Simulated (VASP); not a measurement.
# CdSe (Cm) in VASP: single point with PBE

Aim: the single point of CdSe with PBE.

All numbers are computed with VASP 6.6.1; they aren't measurements. Logs are shortened: lines on timing, memory, paths and dates and some standing lists are left out, and cuts for length are marked.

## 1. The cell of the first run

It takes space group Cm (No. 8, monoclinic). The conventional cell has a = 7.521 Å, b = 4.342 Å, c = 4.342 Å, α = 90.00°, β = 125.26°, γ = 90.00°. Cd (site symmetry m) has 3 Se at 2.17 to 2.73 Å within 2.9 Å. Within 2.9 Å of Se (site symmetry m) lie 3 Cd at 2.17 to 2.73 Å.

## 2. Single point, PBE (atom 2 (Se) moved by (-0.450, -0.450) A along x and y)

File INCAR:

```
SYSTEM = CdSe
PREC = Accurate
ENCUT = 520
EDIFF = 1E-7
ISMEAR = 0
SIGMA = 0.05
LREAL = .FALSE.
LASPH = .TRUE.
NELM = 80
ALGO = Normal
ISIF = 2
LWAVE = .FALSE.
LCHARG = .FALSE.
GGA = PE
NBANDS = 16
```

File KPOINTS:

```
Automatic mesh
0
G
  10 10 10
  0 0 0
```

File POSCAR:

```
CdSe
1.0
    0.0000000000      3.0702711986      3.0702711986
    3.0702711986      0.0000000000      3.0702711986
    3.0702711986      3.0702711986      0.0000000000
Cd Se
1 1
Direct
    0.0000000000      0.0000000000      0.0000000000
    0.7500000000      0.7500000000      0.6034331429
```

Potentials or basis: VASP PAW PBE potentials, release 64 (Cd, Se).

The run is started by

```sh
$ cat potpaw_PBE.64/Cd/POTCAR potpaw_PBE.64/Se/POTCAR > POTCAR
$ mpirun -np 1 vasp_std > vasp.out
```

OUTCAR:

```text
SYSTEM = CdSe
   PREC = Accurate
   ENCUT = 520
   EDIFF = 1E-7
   ISMEAR = 0
   LREAL = .FALSE.
   LASPH = .TRUE.
   NELM = 80
   ISIF = 2
   GGA = PE

 ion  position               nearest neighbor table
   1  0.000  0.000  0.000-   2 2.17   2 2.73   2 2.73   2 3.20
   2  0.750  0.750  0.603-   1 2.17   1 2.73   1 2.73   1 3.20

  LATTYP: Found a face centered cubic cell.
 ALAT       =     6.1405423972

  Lattice vectors:

 A1 = (   0.0000000000,   3.0702711986,   3.0702711986)
 A2 = (   3.0702711986,   0.0000000000,   3.0702711986)
 A3 = (   3.0702711986,   3.0702711986,   0.0000000000)

Analysis of symmetry for initial positions (statically):
=====================================================================
 Subroutine PRICEL returns:
 Original cell was already a primitive cell.

 Routine SETGRP: Setting up the symmetry group for a
 face centered cubic supercell.

 Subroutine GETGRP returns: Found  2 space group operations
 (whereof  2 operations were pure point group operations)
 out of a pool of 48 trial point group operations.

The static configuration has the point symmetry C_1h.

Analysis of symmetry for dynamics (positions and initial velocities):
=====================================================================
 Subroutine PRICEL returns:
 Original cell was already a primitive cell.

 Routine SETGRP: Setting up the symmetry group for a
 face centered cubic supercell.

 Subroutine GETGRP returns: Found  2 space group operations
 (whereof  2 operations were pure point group operations)
 out of a pool of 48 trial point group operations.

The dynamic configuration has the point symmetry C_1h.

 Subroutine INISYM returns: Found  2 space group operations
 (whereof  2 operations are pure point group operations),
 and found     1 'primitive' translations

----------------------------------------------------------------------------------------

                                     Primitive cell

  volume of cell :      57.8842

  direct lattice vectors                    reciprocal lattice vectors
     0.000000000  3.070271199  3.070271199    -0.162852063  0.162852063  0.162852063
     3.070271199  0.000000000  3.070271199     0.162852063 -0.162852063  0.162852063
     3.070271199  3.070271199  0.000000000     0.162852063  0.162852063 -0.162852063

  length of vectors
     4.342019169  4.342019169  4.342019169     0.282068048  0.282068048  0.282068048

  position of ions in fractional coordinates (direct lattice)
     0.000000000  0.000000000  0.000000000
     0.750000000  0.750000000  0.603433143

  ion indices of the primitive-cell ions
   primitive index   ion index
                 1           1
                 2           2

----------------------------------------------------------------------------------------

 KPOINTS: Automatic mesh

Automatic generation of k-mesh.
 Grid dimensions read from file:
 generate k-points for:   10   10   10

 Generating k-lattice:

  Cartesian coordinates                     Fractional coordinates (reciprocal lattice)
    -0.016285206  0.016285206  0.016285206     0.100000000  0.000000000  0.000000000
     0.016285206 -0.016285206  0.016285206     0.000000000  0.100000000  0.000000000
     0.016285206  0.016285206 -0.016285206     0.000000000  0.000000000  0.100000000

  Length of vectors
     0.028206805  0.028206805  0.028206805

  Shift w.r.t. Gamma in fractional coordinates (k-lattice)
     0.000000000  0.000000000  0.000000000

 Subroutine IBZKPT returns following result:
 ===========================================

 Found    282 irreducible k-points:

 Following reciprocal coordinates:
            Coordinates               Weight
  0.000000  0.000000  0.000000      1.000000
  0.100000  0.000000  0.000000      4.000000
  0.000000  0.000000  0.100000      2.000000
  0.100000  0.100000  0.100000      2.000000
  0.200000  0.000000  0.000000      4.000000
  0.000000  0.000000  0.200000      2.000000
[... 16 lines left out ...]
  0.200000  0.100000  0.200000      4.000000
  0.100000 -0.100000 -0.100000      4.000000
 [... further k-points ...]
   k-points           NKPTS =    282   k-points in BZ     NKDIM =    282   number of bands    NBANDS=     16
   number of dos      NEDOS =    301   number of ions     NIONS =      2
   total plane-waves  NPLWV =  32768
   dimension x,y,z NGX =    32 NGY =   32 NGZ =   32
   dimension x,y,z NGXF=    64 NGYF=   64 NGZF=   64
   ions per type =               1   1
   NGX,Y,Z   is equivalent  to a cutoff of  12.25, 12.25, 12.25 a.u.
   NGXF,Y,Z  is equivalent  to a cutoff of  24.50, 24.50, 24.50 a.u.
 SYSTEM =  CdSe
   PREC   = accura    normal or accurate (medium, high low for compatibility)
   ISTART =      0    job   : 0-new  1-cont  2-samecut
   ICHARG =      2    charge: 1-file 2-atom 10-const
   ISPIN  =      1    spin polarized calculation?
   LNONCOLLINEAR =      F non collinear calculations
   LSORBIT =      F    spin-orbit coupling
   LASPH  =      T    aspherical Exc in radial PAW
   ENCUT  =  520.0 eV  38.22 Ry    6.18 a.u.   8.07  8.07  8.07*2*pi/ulx,y,z
   NELM   =     80;   NELMIN=  2; NELMDL= -5     # of ELM steps
   EDIFF  = 0.1E-06   stopping-criterion for ELM
   LREAL  =      F    real-space projection
   EDIFFG = 0.1E-05   stopping-criterion for IOM
   NSW    =      0    number of steps for IOM
   IBRION =     -1    ionic relax: 0-MD 1-quasi-New 2-CG
   NFREE  =      0    steps in history (QN), initial steepest desc. (CG)
   ISIF   =      2    stress and relaxation
   ISYM   =      2    0-nonsym 1-usesym 2-fastsym
   POTIM  = 0.5000    time-step for ionic-motion
   TEBEG  =    0.0;   TEEND  =   0.0 temperature during run
   PSTRESS=    0.0 pullay stress
   NELECT =      18.0000    total number of electrons
   NUPDOWN=      -1.0000    fix difference up-down
   EMIN   =  10.00;   EMAX   =-10.00  energy-range for DOS
   EFERMI =   0.00;   METHOD = LEGACY
   ISMEAR =     0;   SIGMA  =   0.05  broadening in eV -4-tet -1-fermi 0-gaus
   EFERMI_NEDOS =   21; number of points for ismear=-14 and -15
   IALGO  =     38    algorithm
   IMIX   =      4    mixing-type and parameters
     AMIX     =   0.40;   BMIX     =  1.00
     AMIX_MAG =   1.60;   BMIX_MAG =  1.00
  volume/ion in A,a.u.               =      28.94       195.31
  Fermi-wavevector in a.u.,A,eV,Ry     =   1.109121  2.095935 16.737199  1.230149
  Thomas-Fermi vector in A             =   2.245657
   LORBIT       =      0    0 simple, 1 ext, 2 COOP (PROOUT), +10 PAW based schemes
   GGA     = PE    functional components
   LHFCALC =     F    Hartree Fock is set to
   AEXX    =    0.0000 exact exchange contribution
   IVDW    =     0    specifies the selected vdW correction
   LEPSILON=     F    determine dielectric tensor
   LRPA    =     F    only Hartree local field effects (RPA)
 non-spin polarized calculation
 Gauss-broadening in eV      SIGMA  =   0.05
  energy-cutoff  :      520.00
  volume of cell :       57.88
 maximum number of plane-waves:      1588
   NGX = 17   NGY = 17   NGZ = 17

 number of electron      18.0000008 magnetization

 Free energy of the ion-electron system (eV)
  ---------------------------------------------------
  ext. energy  EPLUGINS =         0.00000000
  ---------------------------------------------------
  free energy    TOTEN  =        -4.27976331 eV

  energy without entropy =       -4.27976331  energy(sigma->0) =       -4.27976331

 E-fermi :   1.1627     XC(G=0):  -8.7479

 val. band max:        0.9681700097   @ k =   0.0000   0.0000   0.0000
 cond. band min:       1.4600825933   @ k =   0.0000   0.0000   0.0000
 fundamental gap:      0.4919125836
 Fermi energy:         1.1626742903

 k-point     1 :       0.0000    0.0000    0.0000
  band No.  band energies     occupation
      1     -12.2397      2.00000
      2      -7.7303      2.00000
      3      -7.6589      2.00000
      4      -7.3600      2.00000
      5      -7.1111      2.00000
      6      -7.1046      2.00000
[... 8 lines left out ...]
     15      11.2324      0.00000
     16      11.5389      0.00000

 k-point     2 :       0.1000    0.0000    0.0000
  band No.  band energies     occupation
      1     -12.2062      2.00000
      2      -7.7556      2.00000
      3      -7.6011      2.00000
      4      -7.3615      2.00000
      5      -7.1174      2.00000
      6      -7.0903      2.00000
[... 8 lines left out ...]
     15      10.9416      0.00000
     16      11.1847      0.00000

 k-point     3 :       0.0000    0.0000    0.1000
  band No.  band energies     occupation
      1     -12.1962      2.00000
      2      -7.7187      2.00000
      3      -7.6304      2.00000
      4      -7.3521      2.00000
      5      -7.1084      2.00000
      6      -7.1079      2.00000
[... 8 lines left out ...]
     15      10.7975      0.00000
     16      11.1558      0.00000

 k-point     4 :       0.1000    0.1000    0.1000
  band No.  band energies     occupation
      1     -12.2167      2.00000
      2      -7.7225      2.00000
      3      -7.6603      2.00000
      4      -7.3507      2.00000
      5      -7.1001      2.00000
      6      -7.0955      2.00000
[... 8 lines left out ...]
     15      10.9867      0.00000
     16      11.1934      0.00000
[... 324 lines left out ...]
 k-point    22 :       0.1000    0.1000   -0.1000
  band No.  band energies     occupation
      1     -12.0856      2.00000
      2      -7.6923      2.00000
      3      -7.5521      2.00000
      4      -7.3715      2.00000
      5      -7.1075      2.00000
      6      -7.0844      2.00000
[... 8 lines left out ...]
     15      11.0222      0.00000
     16      11.6501      0.00000

 k-point    23 :       0.2000    0.1000    0.2000
  band No.  band energies     occupation
      1     -12.1501      2.00000
      2      -7.7389      2.00000
      3      -7.5961      2.00000
      4      -7.3245      2.00000
      5      -7.1097      2.00000
      6      -7.0540      2.00000
[... 8 lines left out ...]
     15      11.5439      0.00000
     16      11.6825      0.00000

 k-point    24 :       0.1000   -0.1000   -0.1000
  band No.  band energies     occupation
      1     -12.1220      2.00000
      2      -7.7626      2.00000
      3      -7.5018      2.00000
      4      -7.3413      2.00000
      5      -7.1289      2.00000
      6      -7.0764      2.00000
[... 8 lines left out ...]
     15      11.1097      0.00000
     16      11.5747      0.00000

 [... further k-points ...]

------------------------ aborting loop because EDIFF is reached ----------------------------------------

  FORCE on cell =-STRESS in cart. coord.  units (eV):
  Direction    XX          YY          ZZ          XY          YZ          ZX
  --------------------------------------------------------------------------------------
  -------------------------------------------------------------------------------------
  Total        2.7037161      2.7037161      5.9735723      3.1320606     -4.4503174     -4.4503178
  in kB       74.8361539     74.8361539    165.3424984     86.6923015   -123.1803270   -123.1803381
  external PRESSURE =     105.0049354 kB  Pullay stress =       0.0000000 kB

 VOLUME and BASIS-vectors are now :
 -----------------------------------------------------------------------------
  energy-cutoff  :      520.00
  volume of cell :       57.88
      direct lattice vectors                 reciprocal lattice vectors
     0.000000000  3.070271199  3.070271199    -0.162852063  0.162852063  0.162852063
     3.070271199  0.000000000  3.070271199     0.162852063 -0.162852063  0.162852063
     3.070271199  3.070271199  0.000000000     0.162852063  0.162852063 -0.162852063

 POSITION                                       TOTAL-FORCE (eV/Angst)
 -----------------------------------------------------------------------------------
      0.00000      0.00000      0.00000        -3.280609     -3.280609      4.195359
      4.15541      4.15541      4.60541         3.280609      3.280609     -4.195359
 -----------------------------------------------------------------------------------
    total drift:                               -0.000105     -0.000105      0.000100

  FREE ENERGIE OF THE ION-ELECTRON SYSTEM (eV)
  ---------------------------------------------------
  free  energy   TOTEN  =        -4.2797633072 eV

  energy  without entropy=       -4.2797633072  energy(sigma->0) =       -4.27976331
```

Run time: 4.6 min. Hardware: 1 thread of Intel Xeon 8259CL, shared host; peak memory 0.39 GiB.

What came out:

| Quantity | Value |
| --- | --- |
| Free energy | -4.2798 eV |
| Pressure | 10.5 GPa |
| Largest force | 6.255 eV/Å |
| Band gap on the k mesh | 0.49 eV |

Forces in eV/Å, atoms in the order of the input:
```
Cd  -3.281 -3.281  4.195
Se   3.281  3.281 -4.195
```

Caveat: the cell differs from its parent crystal (atom 2 (Se) moved by (-0.450, -0.450) A along x and y); the cell stands under pressure; forces of over 1 eV/Å act on the atoms, so gaps and moduli don't describe the material at rest.
